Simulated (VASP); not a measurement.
Crystal: Ga3I.

```xyz
4
Lattice="4.5318 0.0000 0.0000 0.0000 4.5318 0.0000 0.0000 0.0000 4.5318" Properties=species:S:1:pos:R:3 pbc="T T T"
Ga    0.0000    2.2659    2.2659
Ga    2.2659    0.0000    2.2659
Ga    2.2659    2.2659    0.0000
I     0.0000    0.0000    0.0000
```

```yaml
Program: VASP 6.6.1
Task: relaxation of cell and atoms
Functional: PBE
Potentials_or_basis: VASP PAW PBE potentials, release 64 (Ga_d, I)
Cutoff: 600 eV
k_mesh: 4 × 4 × 4
Occupations: gaussian, width 0.1 eV
Spin: no spin polarisation
```

At the start: pressure 4.5 GPa; volume 23.27 Å³/atom.

Question: How do energy, volume and symmetry change on relaxing?

Answer: Over 4 steps the energy falls by 39.8 meV/atom and the volume is 26.45 Å³/atom (+13.7 %); space group Pm-3m (No. 221, to 0.05 Å).

Step by step:
| step | energy change (eV) | largest force (eV/Å) | pressure (GPa) | volume (Å³) |
| --- | --- | --- | --- | --- |
| 1 | 0.0000 | 0.0000 | 4.52 | 93.07 |
| 2 | -0.1490 | 0.0000 | 1.03 | 102.19 |
| 3 | -0.1583 | 0.0000 | -0.31 | 106.92 |
| 4 | -0.1594 | 0.0000 | -0.02 | 105.78 |

Final structure:
```cif
data_structure
_symmetry_space_group_name_H-M 'P 1'
_symmetry_Int_Tables_number 1
_cell_length_a 4.7293
_cell_length_b 4.7293
_cell_length_c 4.7293
_cell_angle_alpha 90.000
_cell_angle_beta 90.000
_cell_angle_gamma 90.000
_cell_volume 105.78
loop_
_atom_site_label
_atom_site_type_symbol
_atom_site_fract_x
_atom_site_fract_y
_atom_site_fract_z
_atom_site_occupancy
Ga1 Ga 0.00000 0.50000 0.50000 1
Ga2 Ga 0.50000 0.00000 0.50000 1
Ga3 Ga 0.50000 0.50000 0.00000 1
I1 I 0.00000 0.00000 0.00000 1
```
